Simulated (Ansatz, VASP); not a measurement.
One calculation of CuI, two programs

The input INCAR:

```
SYSTEM = CuI
PREC = Accurate
ENCUT = 520
EDIFF = 1E-6
ISMEAR = -1
SIGMA = 0.05
LREAL = .False.
LASPH = .True.
NELM = 100
ALGO = Normal
ISIF = 2
LWAVE = .False.
LCHARG = .False.
GGA = PS
NBANDS = 16
```

File KPOINTS:

```
regular mesh
0
Gamma
  8 8 8
  0 0 0
```

POSCAR

```
CuI
1.0
    0.0000000000      2.9696152886      2.9696152886
    2.9696152886      0.0000000000      2.9696152886
    2.9696152886      2.9696152886      0.0000000000
I Cu
1 1
Direct
    0.0000000000      0.0000000000      0.0000000000
    0.7500000000      0.7500000000      0.7500000000
```

File input.yaml:

```yaml
crystal:
  lattice:
    - [0.0, 2.9696152886, 2.9696152886]
    - [2.9696152886, 0.0, 2.9696152886]
    - [2.9696152886, 2.9696152886, 0.0]
  atoms:
    - { symbol: I, position: [0.0, 0.0, 0.0] }
    - { symbol: Cu, position: [0.75, 0.75, 0.75] }
kpoints:
  mp_grid: { grid: [8, 8, 8] }
scf:
  occupations: { method: fermi_dirac, width: 0.05 }
hamiltonian:
  xc: pbesol
  pseudopotentials: { kind: all_electron, lapw: { basis_error: 0.0005 } }
output:
  forces: true
  stress: true
  eigenvalues: true
```

Change from the starting cell: volume scaled by 0.94.

Alike in both runs: task single point; functional PBEsol; k mesh 8 × 8 × 8; occupations fermi-dirac, width 0.05 eV; no spin polarisation.

|  | VASP | Ansatz |
| --- | --- | --- |
| version | VASP 6.6.1 | Ansatz 0.2.0 |
| potentials or method | VASP PAW PBE potentials, release 64 (I, Cu), cutoff 520 eV | all-electron LAPW, scalar-relativistic |

Ansatz gave:

| Item | Value |
| --- | --- |
| gap on the k mesh at the Fermi level (eV) | 1.17 |
| least direct gap on the mesh (eV) | 1.17 |
| pressure (GPa) | 0.0 |

Q: What did VASP give for the same quantities?

A: gap on the k mesh at the Fermi level (eV): 1.20; least direct gap on the mesh (eV): 1.20; pressure (GPa): 0.4.

VASP's potentials were made for PBE, not for PBEsol. Ansatz ran all-electron here, and VASP with PAW potentials.

Spin-orbit coupling is off throughout.
